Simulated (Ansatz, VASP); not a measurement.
# One calculation of BaSb7O12, two programs

INCAR

```
SYSTEM = BaSb7O12
  ALGO = Normal
  EDIFF = 1E-8
  ENCUT = 520
  GGA = PE
  GGA_COMPAT = .False.
  ISIF = 2
  ISMEAR = -1
  ISPIN = 2
  LASPH = .True.
  LCHARG = .False.
  LEFG = .True.
  LORBIT = 11
  LREAL = Auto
  LWAVE = .False.
  MAGMOM = 1 0 0 0 0 0 0 0 0 0 0 0 0 0 0 0 0 0 0 0
  NBANDS = 114
  NELM = 200
  PREC = Accurate
  SIGMA = 0.01
```

The input KPOINTS:

```
k-points
0
Gamma
  3 3 3
  0 0 0
```

File POSCAR:

```
BaSb7O12
1.0
    0.0000000000      5.5700000000      5.5700000000
    5.5700000000      0.0000000000      5.5700000000
    5.5700000000      5.5700000000      0.0000000000
Ba Sb O
1 7 12
Direct
    0.8850000000      0.8850000000      0.8850000000
    0.9050000000      0.3650000000      0.3650000000
    0.8850000000      0.8850000000      0.3450000000
    0.3650000000      0.9050000000      0.3650000000
    0.3450000000      0.8850000000      0.8850000000
    0.3650000000      0.3650000000      0.3650000000
    0.8850000000      0.3450000000      0.8850000000
    0.3650000000      0.3650000000      0.9050000000
    0.7700000000      0.2300000000      0.2300000000
    0.4800000000      0.0200000000      0.4800000000
    0.2300000000      0.7700000000      0.7700000000
    0.0200000000      0.4800000000      0.0200000000
    0.2300000000      0.7700000000      0.2300000000
    0.4800000000      0.4800000000      0.0200000000
    0.7700000000      0.2300000000      0.7700000000
    0.0200000000      0.0200000000      0.4800000000
    0.4800000000      0.0200000000      0.0200000000
    0.2300000000      0.2300000000      0.7700000000
    0.0200000000      0.4800000000      0.4800000000
    0.7700000000      0.7700000000      0.2300000000
```

Input for Ansatz:

```yaml
crystal:
  lattice:
    - [0.0, 5.57, 5.57]
    - [5.57, 0.0, 5.57]
    - [5.57, 5.57, 0.0]
  atoms:
    - { symbol: Ba, position: [0.885, 0.885, 0.885], spin: 1.0 }
    - { symbol: Sb, position: [0.905, 0.365, 0.365] }
    - { symbol: Sb, position: [0.885, 0.885, 0.345] }
    - { symbol: Sb, position: [0.365, 0.905, 0.365] }
    - { symbol: Sb, position: [0.345, 0.885, 0.885] }
    - { symbol: Sb, position: [0.365, 0.365, 0.365] }
    - { symbol: Sb, position: [0.885, 0.345, 0.885] }
    - { symbol: Sb, position: [0.365, 0.365, 0.905] }
    - { symbol: O, position: [0.77, 0.23, 0.23] }
    - { symbol: O, position: [0.48, 0.02, 0.48] }
    - { symbol: O, position: [0.23, 0.77, 0.77] }
    - { symbol: O, position: [0.02, 0.48, 0.02] }
    - { symbol: O, position: [0.23, 0.77, 0.23] }
    - { symbol: O, position: [0.48, 0.48, 0.02] }
    - { symbol: O, position: [0.77, 0.23, 0.77] }
    - { symbol: O, position: [0.02, 0.02, 0.48] }
    - { symbol: O, position: [0.48, 0.02, 0.02] }
    - { symbol: O, position: [0.23, 0.23, 0.77] }
    - { symbol: O, position: [0.02, 0.48, 0.48] }
    - { symbol: O, position: [0.77, 0.77, 0.23] }
magnetization:
  spin_polarized: true
kpoints:
  mp_grid: { grid: [3, 3, 3] }
scf:
  occupations: { method: fermi_dirac, width: 0.01 }
hamiltonian:
  xc: pbe
  pseudopotentials: { kind: paw }
output:
  forces: true
  stress: true
  populations: true
  efg:
    quadrupole_moments_barn: { Ba: 0.236, Sb: -0.543, O: -0.02558 }
    contact_densities: true
```

Alike in both runs: task electric field gradients; functional PBE; k mesh 3 × 3 × 3; occupations fermi-dirac, width 0.01 eV; collinear spin.

|  | VASP | Ansatz |
| --- | --- | --- |
| version | VASP 6.6.1 | Ansatz 0.2.0 |
| potentials or method | VASP PAW PBE potentials, release 64 (Ba_sv, Sb_d_GW, O) | plane-wave PAW, scalar-relativistic |
| plane-wave cutoff (eV) | 520 | 420 |
| valence electrons in the cell | 187 | 187 |

VASP gave:

```
pressure (GPa)                                                : 0.5
traceless stress, the component that is largest in VASP (GPa) : -2.56
rms of the force components (eV/Å)                            : 1.538
net moment per atom (μB)                                      : 0.05
size of the moment on the site where the two differ most (μB) : 0.06
size of Vzz on the site where it differs most (V/Å²)          : 383.7
```

**Question.** Which values does Ansatz return?

**Answer.** Pressure (GPa): -0.3; traceless stress, the component that is largest in VASP (GPa): -2.30; rms of the force components (eV/Å): 1.435; net moment per atom (μB): 0.05; size of the moment on the site where the two differ most (μB): 0.04; size of Vzz on the site where it differs most (V/Å²): 353.4.

Site moments also hang on the region over which each program counts them. Atom by atom the forces differ by 0.161 eV/Å (rms over components). The functional is the same, so the differences come from potentials, cutoffs and numerics.

Neither program's run includes spin-orbit coupling.
